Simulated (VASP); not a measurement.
# BN (gw) (P6_3/mmc) in VASP: further runs

Runs on BN (gw). Level: PBE. Tasks: single point.

Program: VASP 6.6.1. These are calculated values, not measurements. Logs are shortened: lines on timing, memory, paths and dates and some standing lists are left out, and cuts for length are marked.

## 1. The cell of the first run

The structure is hexagonal, space group P6_3/mmc (No. 194). Conventional cell: a = 2.506 Å, b = 2.506 Å, c = 6.616 Å, α = 90.00°, β = 90.00°, γ = 120.00°. B (site symmetry -6m2) has 3 N at 1.45 Å within 1.9 Å. N (site symmetry -6m2) has 3 B at 1.45 Å within 1.9 Å.

## 2. Single point, PBE

Contents of INCAR:

```
PREC = Accurate
ENCUT = 600
EDIFF = 1E-6
ISMEAR = 0
SIGMA = 0.01
LREAL = F
LASPH = T
NELM = 120
ALGO = Normal
ISIF = 2
LWAVE = F
LCHARG = F
GGA = PE
NBANDS = 16
GGA_COMPAT = F
```

Contents of KPOINTS:

```
regular mesh
0
Gamma
  6 6 2
```

Contents of POSCAR:

```
BN
1.0
    2.5064232185      0.0000000000      0.0000000000
   -1.2532116093      2.1706261799      0.0000000000
    0.0000000000      0.0000000000      6.6156252687
B N
2 2
Direct
    0.3333333333      0.6666666667      0.2500000000
    0.6666666667      0.3333333333      0.7500000000
    0.3333333333      0.6666666667      0.7500000000
    0.6666666667      0.3333333333      0.2500000000
```

Potentials or basis: VASP PAW PBE potentials, release 64 (B, N).

The run is started by

```
cat potpaw_PBE.64/B/POTCAR potpaw_PBE.64/N/POTCAR > POTCAR
mpirun -np 1 vasp_std > vasp.out
```

OUTCAR:

```text
PREC = Accurate
   ENCUT = 600
   EDIFF = 1E-6
   ISMEAR = 0
   LREAL = F
   LASPH = T
   NELM = 120
   ISIF = 2
   GGA = PE

 ion  position               nearest neighbor table
   1  0.333  0.667  0.250-   4 1.45   4 1.45   4 1.45
   2  0.667  0.333  0.750-   3 1.45   3 1.45   3 1.45
   3  0.333  0.667  0.750-   2 1.45   2 1.45   2 1.45
   4  0.667  0.333  0.250-   1 1.45   1 1.45   1 1.45

  LATTYP: Found a hexagonal cell.
 ALAT       =     2.5064232185
 C/A-ratio  =     2.6394685542

  Lattice vectors:

 A1 = (   2.5064232185,   0.0000000000,   0.0000000000)
 A2 = (  -1.2532116093,   2.1706261799,   0.0000000000)
 A3 = (   0.0000000000,   0.0000000000,   6.6156252687)

Analysis of symmetry for initial positions (statically):
=====================================================================
 Subroutine PRICEL returns:
 Original cell was already a primitive cell.

 Routine SETGRP: Setting up the symmetry group for a
 hexagonal supercell.

 Subroutine GETGRP returns: Found 24 space group operations
 (whereof 12 operations were pure point group operations)
 out of a pool of 24 trial point group operations.

The static configuration has the point symmetry D_3d.
 The point group associated with its full space group is D_6h.

Analysis of symmetry for dynamics (positions and initial velocities):
=====================================================================
 Subroutine PRICEL returns:
 Original cell was already a primitive cell.

 Routine SETGRP: Setting up the symmetry group for a
 hexagonal supercell.

 Subroutine GETGRP returns: Found 24 space group operations
 (whereof 12 operations were pure point group operations)
 out of a pool of 24 trial point group operations.

The dynamic configuration has the point symmetry D_3d.
 The point group associated with its full space group is D_6h.

 Subroutine INISYM returns: Found 24 space group operations
 (whereof 12 operations are pure point group operations),
 and found     1 'primitive' translations

----------------------------------------------------------------------------------------

                                     Primitive cell

  volume of cell :      35.9924

  direct lattice vectors                    reciprocal lattice vectors
     2.506423219  0.000000000  0.000000000     0.398974919  0.230348277  0.000000000
    -1.253211609  2.170626180  0.000000000     0.000000000  0.460696553  0.000000000
     0.000000000  0.000000000  6.615625269     0.000000000  0.000000000  0.151157292

  length of vectors
     2.506423219  2.506423219  6.615625269     0.460696554  0.460696553  0.151157292

  position of ions in fractional coordinates (direct lattice)
     0.333333333  0.666666667  0.250000000
     0.666666667  0.333333333  0.750000000
     0.333333333  0.666666667  0.750000000
     0.666666667  0.333333333  0.250000000

  ion indices of the primitive-cell ions
   primitive index   ion index
                 1           1
                 2           2
                 3           3
                 4           4

----------------------------------------------------------------------------------------

 KPOINTS: regular mesh

Automatic generation of k-mesh.
 Grid dimensions read from file:
 generate k-points for:    6    6    2

 Generating k-lattice:

  Cartesian coordinates                     Fractional coordinates (reciprocal lattice)
     0.066495820  0.038391379  0.000000000     0.166666667  0.000000000  0.000000000
     0.000000000  0.076782759  0.000000000     0.000000000  0.166666667  0.000000000
     0.000000000  0.000000000  0.075578646     0.000000000  0.000000000  0.500000000

  Length of vectors
     0.076782759  0.076782759  0.075578646

  Shift w.r.t. Gamma in fractional coordinates (k-lattice)
     0.000000000  0.000000000  0.000000000

 Subroutine IBZKPT returns following result:
 ===========================================

 Found     14 irreducible k-points:

 Following reciprocal coordinates:
            Coordinates               Weight
  0.000000  0.000000  0.000000      1.000000
  0.166667  0.000000  0.000000      6.000000
  0.333333  0.000000  0.000000      6.000000
  0.500000  0.000000  0.000000      3.000000
  0.166667  0.166667  0.000000      6.000000
  0.333333  0.166667  0.000000     12.000000
  0.333333  0.333333  0.000000      2.000000
  0.000000  0.000000  0.500000      1.000000
  0.166667  0.000000  0.500000      6.000000
  0.333333  0.000000  0.500000      6.000000
  0.500000  0.000000  0.500000      3.000000
  0.166667  0.166667  0.500000      6.000000
  0.333333  0.166667  0.500000     12.000000
  0.333333  0.333333  0.500000      2.000000
   k-points           NKPTS =     14   k-points in BZ     NKDIM =     14   number of bands    NBANDS=     16
   number of dos      NEDOS =    301   number of ions     NIONS =      4
   total plane-waves  NPLWV =  21600
   dimension x,y,z NGX =    20 NGY =   20 NGZ =   54
   dimension x,y,z NGXF=    40 NGYF=   40 NGZF=  108
   ions per type =               2   2
   NGX,Y,Z   is equivalent  to a cutoff of  13.27, 13.27, 13.57 a.u.
   NGXF,Y,Z  is equivalent  to a cutoff of  26.53, 26.53, 27.14 a.u.
 SYSTEM =  unknown system
   PREC   = accura    normal or accurate (medium, high low for compatibility)
   ISTART =      0    job   : 0-new  1-cont  2-samecut
   ICHARG =      2    charge: 1-file 2-atom 10-const
   ISPIN  =      1    spin polarized calculation?
   LNONCOLLINEAR =      F non collinear calculations
   LSORBIT =      F    spin-orbit coupling
   LASPH  =      T    aspherical Exc in radial PAW
   ENCUT  =  600.0 eV  44.10 Ry    6.64 a.u.   5.01  5.01 13.21*2*pi/ulx,y,z
   NELM   =    120;   NELMIN=  2; NELMDL= -5     # of ELM steps
   EDIFF  = 0.1E-05   stopping-criterion for ELM
   LREAL  =      F    real-space projection
   EDIFFG = 0.1E-04   stopping-criterion for IOM
   NSW    =      0    number of steps for IOM
   IBRION =     -1    ionic relax: 0-MD 1-quasi-New 2-CG
   NFREE  =      0    steps in history (QN), initial steepest desc. (CG)
   ISIF   =      2    stress and relaxation
   ISYM   =      2    0-nonsym 1-usesym 2-fastsym
   POTIM  = 0.5000    time-step for ionic-motion
   TEBEG  =    0.0;   TEEND  =   0.0 temperature during run
   PSTRESS=    0.0 pullay stress
   NELECT =      16.0000    total number of electrons
   NUPDOWN=      -1.0000    fix difference up-down
   EMIN   =  10.00;   EMAX   =-10.00  energy-range for DOS
   EFERMI =   0.00;   METHOD = LEGACY
   ISMEAR =     0;   SIGMA  =   0.01  broadening in eV -4-tet -1-fermi 0-gaus
   EFERMI_NEDOS =   21; number of points for ismear=-14 and -15
   IALGO  =     38    algorithm
   IMIX   =      4    mixing-type and parameters
     AMIX     =   0.40;   BMIX     =  1.00
     AMIX_MAG =   1.60;   BMIX_MAG =  1.00
  volume/ion in A,a.u.               =       9.00        60.72
  Fermi-wavevector in a.u.,A,eV,Ry     =   1.249428  2.361077 21.239665  1.561071
  Thomas-Fermi vector in A             =   2.383469
   LORBIT       =      0    0 simple, 1 ext, 2 COOP (PROOUT), +10 PAW based schemes
   GGA     = PE    functional components
   LHFCALC =     F    Hartree Fock is set to
   AEXX    =    0.0000 exact exchange contribution
   IVDW    =     0    specifies the selected vdW correction
   LEPSILON=     F    determine dielectric tensor
   LRPA    =     F    only Hartree local field effects (RPA)
 non-spin polarized calculation
 Gauss-broadening in eV      SIGMA  =   0.01
  energy-cutoff  :      600.00
  volume of cell :       35.99
 maximum number of plane-waves:      1224
 NGX is ok and might be reduce to    20
   NGX =  9   NGY =  9   NGZ = 27

 number of electron      15.9999998 magnetization

 Free energy of the ion-electron system (eV)
  ---------------------------------------------------
  ext. energy  EPLUGINS =         0.00000000
  ---------------------------------------------------
  free energy    TOTEN  =       -35.15670105 eV

  energy without entropy =      -35.15670105  energy(sigma->0) =      -35.15670105

 E-fermi :   2.3580     XC(G=0): -10.0884

 val. band max:        2.2903982723   @ k =   0.3333   0.3333   0.5000
 cond. band min:       6.5570578060   @ k =   0.5000   0.0000   0.0000
 fundamental gap:      4.2666595337
 Fermi energy:         2.3580412868

 k-point     1 :       0.0000    0.0000    0.0000
  band No.  band energies     occupation
      1     -15.4944      2.00000
      2     -15.1915      2.00000
      3      -3.9250      2.00000
      4      -1.7587      2.00000
      5       0.9575      2.00000
      6       0.9575      2.00000
[... 8 lines left out ...]
     15      14.4933      0.00000
     16      15.2883      0.00000

 k-point     2 :       0.1667    0.0000    0.0000
  band No.  band energies     occupation
      1     -14.9586      2.00000
      2     -14.6747      2.00000
      3      -3.1867      2.00000
      4      -1.1016      2.00000
      5      -1.0149      2.00000
      6      -0.9728      2.00000
[... 8 lines left out ...]
     15      16.1117      0.00000
     16      16.1321      0.00000

 k-point     3 :       0.3333    0.0000    0.0000
  band No.  band energies     occupation
      1     -13.5121      2.00000
      2     -13.2946      2.00000
      3      -4.5988      2.00000
      4      -4.5144      2.00000
      5      -1.2944      2.00000
      6      -1.2302      2.00000
[... 8 lines left out ...]
     15      18.0010      0.00000
     16      20.8032      0.00000

 k-point     4 :       0.5000    0.0000    0.0000
  band No.  band energies     occupation
      1     -12.3013      2.00000
      2     -12.2276      2.00000
      3      -6.6001      2.00000
      4      -6.5331      2.00000
      5      -1.8481      2.00000
      6      -1.7802      2.00000
[... 8 lines left out ...]
     15      17.5489      0.00000
     16      21.1510      0.00000
[... 134 lines left out ...]
 k-point    12 :       0.1667    0.1667    0.5000
  band No.  band energies     occupation
      1     -13.8366      2.00000
      2     -13.8366      2.00000
      3      -3.2102      2.00000
      4      -3.2102      2.00000
      5      -1.6113      2.00000
      6      -1.6113      2.00000
[... 8 lines left out ...]
     15      17.2047      0.00000
     16      17.2047      0.00000

 k-point    13 :       0.3333    0.1667    0.5000
  band No.  band energies     occupation
      1     -12.3561      2.00000
      2     -12.3561      2.00000
      3      -5.7471      2.00000
      4      -5.7471      2.00000
      5      -2.9936      2.00000
      6      -2.9936      2.00000
[... 8 lines left out ...]
     15      18.4548      0.00000
     16      18.4548      0.00000

 k-point    14 :       0.3333    0.3333    0.5000
  band No.  band energies     occupation
      1     -11.6835      2.00000
      2     -11.6835      2.00000
      3      -5.5847      2.00000
      4      -5.5847      2.00000
      5      -4.8561      2.00000
      6      -4.8561      2.00000
[... 8 lines left out ...]
     15      19.9214      0.00000
     16      19.9216      0.00000

------------------------ aborting loop because EDIFF is reached ----------------------------------------

  FORCE on cell =-STRESS in cart. coord.  units (eV):
  Direction    XX          YY          ZZ          XY          YZ          ZX
  --------------------------------------------------------------------------------------
  -------------------------------------------------------------------------------------
  Total        0.5570152      0.5570152      0.6464516     -0.0000000     -0.0000000      0.0000000
  in kB       24.7951835     24.7951835     28.7763874     -0.0000000     -0.0000000      0.0000000
  external PRESSURE =      26.1222515 kB  Pullay stress =       0.0000000 kB

 VOLUME and BASIS-vectors are now :
 -----------------------------------------------------------------------------
  energy-cutoff  :      600.00
  volume of cell :       35.99
      direct lattice vectors                 reciprocal lattice vectors
     2.506423219  0.000000000  0.000000000     0.398974919  0.230348277  0.000000000
    -1.253211609  2.170626180  0.000000000     0.000000000  0.460696553  0.000000000
     0.000000000  0.000000000  6.615625269     0.000000000  0.000000000  0.151157292

 POSITION                                       TOTAL-FORCE (eV/Angst)
 -----------------------------------------------------------------------------------
     -0.00000      1.44708      1.65391        -0.000000      0.000000      0.000000
      1.25321      0.72354      4.96172         0.000000     -0.000000      0.000000
     -0.00000      1.44708      4.96172        -0.000000      0.000000      0.000000
      1.25321      0.72354      1.65391        -0.000000      0.000000      0.000000
 -----------------------------------------------------------------------------------
    total drift:                               -0.000000      0.000000      0.000000

  FREE ENERGIE OF THE ION-ELECTRON SYSTEM (eV)
  ---------------------------------------------------
  free  energy   TOTEN  =       -35.1567010481 eV

  energy  without entropy=      -35.1567010481  energy(sigma->0) =      -35.15670105
```

It took 7.3 s on 1 thread of Intel Xeon Platinum 8559C (Emerald Rapids), shared host; peak memory 0.15 GiB.

Results:

* Free energy: -35.1567 eV
* Pressure: 2.6 GPa
* Band gap on the k mesh: 4.27 eV, indirect (least direct gap 4.63 eV)

Stress tensor (GPa, compression positive):
```
2.48 0.00 0.00
0.00 2.48 0.00
0.00 0.00 2.88
```

Levels at points of the mesh, in eV from the valence-band top:
| k point | band 4 | band 5 | band 6 | band 7 | band 8 | band 9 | band 10 | band 11 | band 12 | band 13 |
| --- | --- | --- | --- | --- | --- | --- | --- | --- | --- | --- |
| (0.00, 0.00, 0.00) | -4.05 | -1.33 | -1.33 | -1.29 | -1.29 | 5.29 | 10.35 | 11.52 | 11.52 | 11.65 |
| (0.50, 0.00, 0.00) | -8.82 | -4.14 | -4.07 | -1.45 | -0.42 | 4.27 | 5.66 | 9.51 | 9.92 | 12.73 |
| (0.00, 0.00, 0.50) | -5.26 | -1.31 | -1.31 | -1.31 | -1.31 | 7.67 | 7.67 | 11.59 | 11.59 | 11.59 |
| (0.50, 0.00, 0.50) | -8.86 | -4.10 | -4.10 | -0.91 | -0.91 | 4.73 | 4.73 | 9.89 | 9.89 | 13.60 |

Caveat: the k points lie up to 0.48 Å⁻¹ apart; this functional lacks dispersion, which binds the layers, so the pressure and a relaxed spacing across them are unreliable. A k mesh can miss the band edges.

## 3. Single point, PBE

Contents of INCAR:

```
SYSTEM = BN
ALGO = Normal ; EDIFF = 1E-6
ENCUT = 600 ; GGA = PE
GGA_COMPAT = .False. ; ISIF = 2
ISMEAR = 0 ; LASPH = .True.
LCHARG = .False. ; LREAL = .False.
LWAVE = .False. ; NBANDS = 16
NELM = 120 ; PREC = Accurate
SIGMA = 0.01
```

Contents of KPOINTS:

```
k-points
0
Gamma
  6 6 2
  0 0 0
```

POSCAR is that of step 2.

Potentials or basis: VASP PAW PBE potentials, release 64 (B, N).

The run is started by

```
cat potpaw_PBE.64/B/POTCAR potpaw_PBE.64/N/POTCAR > POTCAR
mpirun -np 1 vasp_std > vasp.out
```

It took 7.1 s on 1 thread of Intel Xeon Platinum 8559C (Emerald Rapids), shared host; peak memory 0.15 GiB.

The run converged. Its results:

| Item | Value |
| --- | --- |
| Free energy | -35.1567 eV |
| Pressure | 2.6 GPa |
| Band gap on the k mesh | 4.27 eV, indirect (least direct gap 4.63 eV) |

Stress tensor (GPa, compression positive):
```
2.48 0.00 0.00
0.00 2.48 0.00
0.00 0.00 2.88
```

Levels at points of the mesh, in eV from the valence-band top:
| k point | band 5 | band 6 | band 7 | band 8 | band 9 | band 10 | band 11 | band 12 |
| --- | --- | --- | --- | --- | --- | --- | --- | --- |
| (0.00, 0.00, 0.00) | -1.33 | -1.33 | -1.29 | -1.29 | 5.29 | 10.35 | 11.52 | 11.52 |
| (0.50, 0.00, 0.00) | -4.14 | -4.07 | -1.45 | -0.42 | 4.27 | 5.66 | 9.51 | 9.92 |
| (0.00, 0.00, 0.50) | -1.31 | -1.31 | -1.31 | -1.31 | 7.67 | 7.67 | 11.59 | 11.59 |
| (0.50, 0.00, 0.50) | -4.10 | -4.10 | -0.91 | -0.91 | 4.73 | 4.73 | 9.89 | 9.89 |

Caveat: the k points lie up to 0.48 Å⁻¹ apart; this functional lacks dispersion, which binds the layers, so the pressure and a relaxed spacing across them are unreliable.
